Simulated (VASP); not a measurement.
# Si3Br2 (P4/mbm) in VASP: further runs

The runs below take Si3Br2 through relaxation of cell and atoms, single point, with PBE.

Everything below comes from runs of VASP 6.6.1. Logs are shortened: lines on timing, memory, paths and dates and some standing lists are left out, and cuts for length are marked.

## (1) The cell of the first run

The structure is tetragonal, space group P4/mbm (No. 127). Conventional cell: a = 8.424 Å, b = 8.424 Å, c = 3.404 Å, α = 90.00°, β = 90.00°, γ = 90.00°. Within 4.3 Å of Si (site symmetry 4/m) lie 4 Br at 3.31 Å and 10 Si at 3.40 to 3.46 Å. Si (site symmetry m2m) has 6 Br at 2.54 to 3.42 Å and 6 Si at 3.40 to 3.46 Å within 3.5 Å. Br (site symmetry m2m) has 8 Si at 2.54 to 3.42 Å and 3 Br at 3.08 to 3.40 Å within 3.5 Å.

## (2) Relaxation of cell and atoms, PBE

INCAR

```
PREC     = Accurate       # precision mode
ENCUT    = 600            # plane-wave cutoff, eV
EDIFF    = 1E-7           # SCF threshold, eV
ISMEAR   = 0              # smearing method
SIGMA    = 0.1            # smearing width, eV
LREAL    = False          # projectors in reciprocal space
LASPH    = True           # aspherical terms in the spheres
NELM     = 80             # most SCF steps
ALGO     = Normal         # electronic algorithm
ISIF     = 3              # what is computed and relaxed
LWAVE    = False          # write WAVECAR
LCHARG   = False          # write CHGCAR
GGA      = PE             # functional
IBRION   = 2              # ionic algorithm
NSW      = 90             # ionic steps
EDIFFG   = -0.04          # ionic threshold
```

KPOINTS

```
Automatic mesh
0
Gamma
  2 2 6
```

POSCAR

```
Si3Br2
1.0
    8.4241734004      0.0000000000      0.0000000000
    0.0000000000      8.4241734004      0.0000000000
    0.0000000000      0.0000000000      3.4035232350
Si Br
6 4
Direct
    0.0000000000      0.0000000000      0.0000000000
    0.5000000000      0.5000000000      0.0000000000
    0.2123863975      0.7123863975      0.5000000000
    0.2876136025      0.2123863975      0.5000000000
    0.7876136025      0.2876136025      0.5000000000
    0.7123863975      0.7876136025      0.5000000000
    0.3706042350      0.8706042350      0.0000000000
    0.1293957650      0.3706042350      0.0000000000
    0.6293957650      0.1293957650      0.0000000000
    0.8706042350      0.6293957650      0.0000000000
```

Potentials or basis: VASP PAW PBE potentials, release 64 (Si, Br).

Started as:

```sh
cat potpaw_PBE.64/Si/POTCAR potpaw_PBE.64/Br/POTCAR > POTCAR
mpirun -np 1 vasp_std > vasp.out
```

OUTCAR:

```text
PREC = Accurate
   ENCUT = 600
   EDIFF = 1E-7
   ISMEAR = 0
   LREAL = False
   LASPH = True
   NELM = 80
   ISIF = 3
   GGA = PE
   IBRION = 2
   NSW = 90
   EDIFFG = -0.04

 ion  position               nearest neighbor table
   1  0.000  0.000  0.000-
   2  0.500  0.500  0.000-
   3  0.212  0.712  0.500-   7 2.54   7 2.54
   4  0.288  0.212  0.500-   8 2.54   8 2.54
   5  0.788  0.288  0.500-   9 2.54   9 2.54
   6  0.712  0.788  0.500-  10 2.54  10 2.54
   7  0.371  0.871  0.000-   3 2.54   3 2.54
   8  0.129  0.371  0.000-   4 2.54   4 2.54
   9  0.629  0.129  0.000-   5 2.54   5 2.54
  10  0.871  0.629  0.000-   6 2.54   6 2.54

  LATTYP: Found a simple tetragonal cell.
 ALAT       =     8.4241734004
 C/A-ratio  =     0.4040186584

  Lattice vectors:

 A1 = (   8.4241734004,   0.0000000000,   0.0000000000)
 A2 = (   0.0000000000,   8.4241734004,   0.0000000000)
 A3 = (   0.0000000000,   0.0000000000,   3.4035232350)

Analysis of symmetry for initial positions (statically):
=====================================================================
 Subroutine PRICEL returns:
 Original cell was already a primitive cell.

 Routine SETGRP: Setting up the symmetry group for a
 simple tetragonal supercell.

 Subroutine GETGRP returns: Found 16 space group operations
 (whereof  8 operations were pure point group operations)
 out of a pool of 16 trial point group operations.

The static configuration has the point symmetry C_4h.
 The point group associated with its full space group is D_4h.

Analysis of symmetry for dynamics (positions and initial velocities):
=====================================================================
 Subroutine PRICEL returns:
 Original cell was already a primitive cell.

 Routine SETGRP: Setting up the symmetry group for a
 simple tetragonal supercell.

 Subroutine GETGRP returns: Found 16 space group operations
 (whereof  8 operations were pure point group operations)
 out of a pool of 16 trial point group operations.

The dynamic configuration has the point symmetry C_4h.
 The point group associated with its full space group is D_4h.

 Subroutine INISYM returns: Found 16 space group operations
 (whereof  8 operations are pure point group operations),
 and found     1 'primitive' translations

----------------------------------------------------------------------------------------

[... 96 lines left out ...]
   LREAL  =      F    real-space projection
   EDIFFG = -.4E-01   stopping-criterion for IOM
   NSW    =     90    number of steps for IOM
   IBRION =      2    ionic relax: 0-MD 1-quasi-New 2-CG
   NFREE  =      1    steps in history (QN), initial steepest desc. (CG)
   ISIF   =      3    stress and relaxation
   ISYM   =      2    0-nonsym 1-usesym 2-fastsym
   POTIM  = 0.5000    time-step for ionic-motion
   TEBEG  =    0.0;   TEEND  =   0.0 temperature during run
   PSTRESS=    0.0 pullay stress
   NELECT =      52.0000    total number of electrons
   NUPDOWN=      -1.0000    fix difference up-down
   EMIN   =  10.00;   EMAX   =-10.00  energy-range for DOS
   EFERMI =   0.00;   METHOD = LEGACY
   ISMEAR =     0;   SIGMA  =   0.10  broadening in eV -4-tet -1-fermi 0-gaus
   EFERMI_NEDOS =   21; number of points for ismear=-14 and -15
   IALGO  =     38    algorithm
   IMIX   =      4    mixing-type and parameters
     AMIX     =   0.40;   BMIX     =  1.00
     AMIX_MAG =   1.60;   BMIX_MAG =  1.00
  volume/ion in A,a.u.               =      24.15       163.00
  Fermi-wavevector in a.u.,A,eV,Ry     =   0.981179  1.854159 13.098491  0.962712
  Thomas-Fermi vector in A             =   2.112166
   LORBIT       =      0    0 simple, 1 ext, 2 COOP (PROOUT), +10 PAW based schemes
   GGA     = PE    functional components
   LHFCALC =     F    Hartree Fock is set to
   AEXX    =    0.0000 exact exchange contribution
   IVDW    =     0    specifies the selected vdW correction
   LEPSILON=     F    determine dielectric tensor
   LRPA    =     F    only Hartree local field effects (RPA)
 conjugate gradient relaxation of ions
 non-spin polarized calculation
 Gauss-broadening in eV      SIGMA  =   0.10
  energy-cutoff  :      600.00
  volume of cell :      241.54
 maximum number of plane-waves:      8084
 NGX is ok and might be reduce to    70
   NGX = 33   NGY = 33   NGZ = 13

--------------------------------------- Ionic step        1  -------------------------------------------

 number of electron      52.0000006 magnetization

 Free energy of the ion-electron system (eV)
  ---------------------------------------------------
  ext. energy  EPLUGINS =         0.00000000
  ---------------------------------------------------
  free energy    TOTEN  =       -30.59274508 eV

  energy without entropy =      -30.56291713  energy(sigma->0) =      -30.57783111

------------------------ aborting loop because EDIFF is reached ----------------------------------------

  FORCE on cell =-STRESS in cart. coord.  units (eV):
  Direction    XX          YY          ZZ          XY          YZ          ZX
  --------------------------------------------------------------------------------------
  -------------------------------------------------------------------------------------
  Total        1.7062230      1.7062230     -5.3057821      0.0000000      0.0000000      0.0000000
  in kB       11.3178274     11.3178274    -35.1946519      0.0000000      0.0000000      0.0000000
  external PRESSURE =      -4.1863323 kB  Pullay stress =       0.0000000 kB
[... 113 lines left out ...]
  FREE ENERGIE OF THE ION-ELECTRON SYSTEM (eV)
  ---------------------------------------------------
  free  energy   TOTEN  =       -30.8694099126 eV

  energy  without entropy=      -30.8558588047  energy(sigma->0) =      -30.86263436

[... ionic steps 4 to 10 ...]

--------------------------------------- Ionic step       11  -------------------------------------------

 number of electron      51.9999990 magnetization

------------------------ aborting loop because EDIFF is reached ----------------------------------------
[... 83 lines left out ...]
--------------------------------------- Ionic step       13  -------------------------------------------

 number of electron      52.0000001 magnetization

 Free energy of the ion-electron system (eV)
  ---------------------------------------------------
  ext. energy  EPLUGINS =         0.00000000
  ---------------------------------------------------
  free energy    TOTEN  =       -30.92885109 eV

  energy without entropy =      -30.91940806  energy(sigma->0) =      -30.92412957

 E-fermi :   4.7092     XC(G=0):  -9.2455

 val. band max:        4.6588443464   @ k =   0.5000   0.5000   0.0000
 cond. band min:       4.8034794119   @ k =   0.0000   0.0000   0.1667
 fundamental gap:      0.1446350654
 Fermi energy:         4.7092202835

 k-point     1 :       0.0000    0.0000    0.0000
  band No.  band energies     occupation
      1     -12.7117      2.00000
      2     -12.5785      2.00000
      3     -12.3200      2.00000
      4     -12.3200      2.00000
      5      -4.7285      2.00000
      6      -4.3017      2.00000
[... 446 lines left out ...]
  FREE ENERGIE OF THE ION-ELECTRON SYSTEM (eV)
  ---------------------------------------------------
  free  energy   TOTEN  =       -30.9288510891 eV

  energy  without entropy=      -30.9194080577  energy(sigma->0) =      -30.92412957

 reached required accuracy - stopping structural energy minimisation
```

Run time: 11 min. Hardware: 1 thread of Intel Xeon 6975P-C (Granite Rapids), shared host; peak memory 0.44 GiB.

Results:

```yaml
Free_energy: -30.9289 eV
Relaxed_volume: 24.35 Å³/atom
Relaxed_cell: a = 8.783 Å, b = 8.783 Å, c = 3.157 Å, α = 90.00°, β = 90.00°, γ = 90.00°
Space_group_after_relaxing_to_0.1_Å: P4/mbm (No. 127)
Energy_gained_by_relaxing: 33.6 meV/atom
Ionic_steps: 13
Pressure_after_relaxing: -0.1 GPa
Largest_force_after_relaxing: 0.030 eV/Å
Band_gap_on_the_k_mesh: zero (bands 26 and 27 overlap by 0.47 eV)
```

Forces in eV/Å, atoms in the order of the input:
```
Si   0.000  0.000  0.000
Si   0.000  0.000  0.000
Si   0.021  0.021  0.000
Si  -0.021  0.021  0.000
Si  -0.021 -0.021  0.000
Si   0.021 -0.021  0.000
Br  -0.001 -0.001  0.000
Br   0.001 -0.001  0.000
Br   0.001  0.001  0.000
Br  -0.001  0.001  0.000
```

Stress tensor (GPa, compression positive):
```
-0.11  0.00  0.00
 0.00 -0.11  0.00
 0.00  0.00  0.06
```

The path:
```
step  energy change (eV)  largest force (eV/Å)  pressure (GPa)  volume (Å³)
   1              0.0000                0.1053           -0.42       241.54
   2             -0.1522                0.0361           -0.04       239.24
   3             -0.2767                0.2079            0.83       235.73
   4             -0.2810                0.2637            1.23       234.40
   5             -0.2825                0.2472            1.10       234.80
   6             -0.3061                0.2034           -0.15       241.34
   7             -0.3092                0.1376            0.16       239.65
   8             -0.3152                0.1226            0.00       240.87
   9             -0.3197                0.0949           -0.26       243.11
  10             -0.3239                0.0639           -0.14       242.86
  11             -0.3292                0.1271            0.15       242.27
  12             -0.3341                0.0692            0.05       242.85
  13             -0.3361                0.0301           -0.05       243.54
```

Final structure:
```
Si Br
1.0
     8.78253    0.00000    0.00000
     0.00000    8.78253    0.00000
     0.00000    0.00000    3.15740
Si Br
6 4
Direct
  0.00000 0.00000 0.00000
  0.50000 0.50000 0.00000
  0.21813 0.71813 0.50000
  0.28187 0.21813 0.50000
  0.78187 0.28187 0.50000
  0.71813 0.78187 0.50000
  0.37362 0.87362 0.00000
  0.12638 0.37362 0.00000
  0.62638 0.12638 0.00000
  0.87362 0.62638 0.00000
```

Levels at points of the mesh, in eV from the Fermi level:
| k point | band 23 | band 24 | band 25 | band 26 | band 27 | band 28 | band 29 | band 30 |
| --- | --- | --- | --- | --- | --- | --- | --- | --- |
| (0.00, 0.00, 0.00) | -1.39 | -1.39 | -0.67 | -0.23 | -0.23 | 1.05 | 1.83 | 2.90 |
| (0.50, 0.00, 0.00) | -1.72 | -1.72 | -0.52 | -0.52 | 1.79 | 1.79 | 1.97 | 1.97 |
| (0.50, 0.50, 0.00) | -0.95 | -0.95 | -0.05 | -0.05 | 0.19 | 0.19 | 2.19 | 2.19 |
| (0.00, 0.00, 0.50) | -2.87 | -1.41 | -0.68 | 0.15 | 0.15 | 0.23 | 0.26 | 0.28 |
| (0.50, 0.00, 0.50) | -2.45 | -2.45 | -0.30 | -0.30 | 0.39 | 0.39 | 0.52 | 0.52 |
| (0.50, 0.50, 0.50) | -2.38 | -2.38 | -0.82 | -0.82 | -0.20 | -0.20 | 0.88 | 0.88 |

Caveat: the k points lie up to 0.36 Å⁻¹ apart in the final cell.

## (3) Relaxation of cell and atoms, PBE

This run uses another cell than the first one, of 22.26 Å³/atom.

INCAR

```
PREC = Accurate
ENCUT = 600
EDIFF = 1E-6
ISMEAR = 0
SIGMA = 0.1
LREAL = F
LASPH = T
NELM = 80
ALGO = Normal
ISIF = 3
LWAVE = F
LCHARG = F
GGA = PE
IBRION = 2
NSW = 90
EDIFFG = -0.04
```

KPOINTS

```
regular mesh
0
Gamma
  2 2 4
```

POSCAR

```
Si3Br2
1.0
    7.4986235899      0.0000000000      0.0000000000
    0.0000000000      7.4986235899      0.0000000000
    0.0000000000      0.0000000000      3.9592732555
Si Br
6 4
Direct
    0.0000000000      0.0000000000      0.0000000000
    0.5000000000      0.5000000000      0.0000000000
    0.1768000000      0.6768000000      0.5000000000
    0.3232000000      0.1768000000      0.5000000000
    0.8232000000      0.3232000000      0.5000000000
    0.6768000000      0.8232000000      0.5000000000
    0.3827000000      0.8827000000      0.0000000000
    0.1173000000      0.3827000000      0.0000000000
    0.6173000000      0.1173000000      0.0000000000
    0.8827000000      0.6173000000      0.0000000000
```

Potentials or basis: VASP PAW PBE potentials, release 64 (Si, Br).

Started as:

```sh
cat potpaw_PBE.64/Si/POTCAR potpaw_PBE.64/Br/POTCAR > POTCAR
mpirun -np 1 vasp_std > vasp.out
```

Wall time 10 min (1 thread of Intel Xeon 6975P-C (Granite Rapids), shared host); peak memory 0.37 GiB.

The run converged. Its results:

```
Free energy                           : -30.5052 eV
Relaxed volume                        : 24.21 Å³/atom
Relaxed cell                          : a = 8.447 Å, b = 8.447 Å, c = 3.394 Å, α = 90.00°, β = 90.00°, γ = 90.00°
Space group after relaxing (to 0.1 Å) : P4/mbm (No. 127)
Energy gained by relaxing             : 337.0 meV/atom
Ionic steps                           : 20
Pressure after relaxing               : 0.1 GPa
Largest force after relaxing          : 0.034 eV/Å
Band gap on the k mesh                : zero (bands 26 and 27 overlap by 0.73 eV)
```

Forces on the atoms (eV/Å):
```
Si   0.000  0.000  0.000
Si   0.000  0.000  0.000
Si  -0.016 -0.016  0.000
Si   0.016 -0.016  0.000
Si   0.016  0.016  0.000
Si  -0.016  0.016  0.000
Br  -0.024 -0.024  0.000
Br   0.024 -0.024  0.000
Br   0.024  0.024  0.000
Br  -0.024  0.024  0.000
```

The path:
```
step  energy change (eV)  largest force (eV/Å)  pressure (GPa)  volume (Å³)
   1              0.0000                3.9541            2.47       222.63
   2             -2.5724                0.8323           -1.34       233.32
   3             -2.8679                0.2639           -1.63       237.61
   4             -2.8480                0.4889           -1.14       245.74
   5             -2.9492                0.2209           -1.58       241.35
   6             -3.0295                0.2837            0.00       232.20
   7             -3.0314                0.3179            0.29       230.76
   8             -3.0617                0.2639            0.24       230.62
   9             -3.1193                0.2778            0.08       230.08
  10             -2.9806                0.6024            0.41       228.48
  11             -3.1264                0.3392            0.07       229.87
  12             -3.1607                0.3378            0.16       230.18
  13             -3.2462                0.2945            0.46       231.07
  14             -3.2932                0.3021            1.30       232.71
  15             -3.3008                0.2307            1.01       232.24
  16             -3.3421                0.2077            0.50       236.53
  17             -3.3649                0.1743           -0.11       242.51
  18             -3.3650                0.1723           -0.14       242.90
  19             -3.3698                0.0641            0.08       242.30
  20             -3.3700                0.0335            0.15       242.13
```

Final structure:
```cif
data_structure
_symmetry_space_group_name_H-M 'P 1'
_symmetry_Int_Tables_number 1
_cell_length_a 8.4467
_cell_length_b 8.4467
_cell_length_c 3.3937
_cell_angle_alpha 90.000
_cell_angle_beta 90.000
_cell_angle_gamma 90.000
_cell_volume 242.13
loop_
_atom_site_label
_atom_site_type_symbol
_atom_site_fract_x
_atom_site_fract_y
_atom_site_fract_z
_atom_site_occupancy
Si1 Si 0.00000 0.00000 0.00000 1
Si2 Si 0.50000 0.50000 0.00000 1
Si3 Si 0.21431 0.71431 0.50000 1
Si4 Si 0.28569 0.21431 0.50000 1
Si5 Si 0.78569 0.28569 0.50000 1
Si6 Si 0.71431 0.78569 0.50000 1
Br1 Br 0.37172 0.87172 0.00000 1
Br2 Br 0.12828 0.37172 0.00000 1
Br3 Br 0.62828 0.12828 0.00000 1
Br4 Br 0.87172 0.62828 0.00000 1
```

Levels at points of the mesh, in eV from the Fermi level:
```tsv
k point	band 24	band 25	band 26	band 27	band 28	band 29
(0.00, 0.00, 0.00)	-1.07	-0.23	0.23	0.23	0.59	2.02
(0.50, 0.00, 0.00)	-1.41	-0.16	-0.16	1.63	1.63	2.07
(0.50, 0.50, 0.00)	-0.48	0.32	0.32	0.36	0.36	1.72
(0.00, 0.00, 0.50)	-0.93	-0.25	0.10	0.10	0.23	0.23
(0.50, 0.00, 0.50)	-2.34	0.00	0.00	0.37	0.37	0.83
(0.50, 0.50, 0.50)	-2.19	-0.68	-0.68	-0.41	-0.41	1.40
```

Caveat: the k points lie up to 0.46 Å⁻¹ apart in the final cell, too coarse for converged energies and pressures of a metal.

(Part 1 of 2 ends here.)

The gap in the log of VASP goes by the Fermi energy; the results here count the filled bands.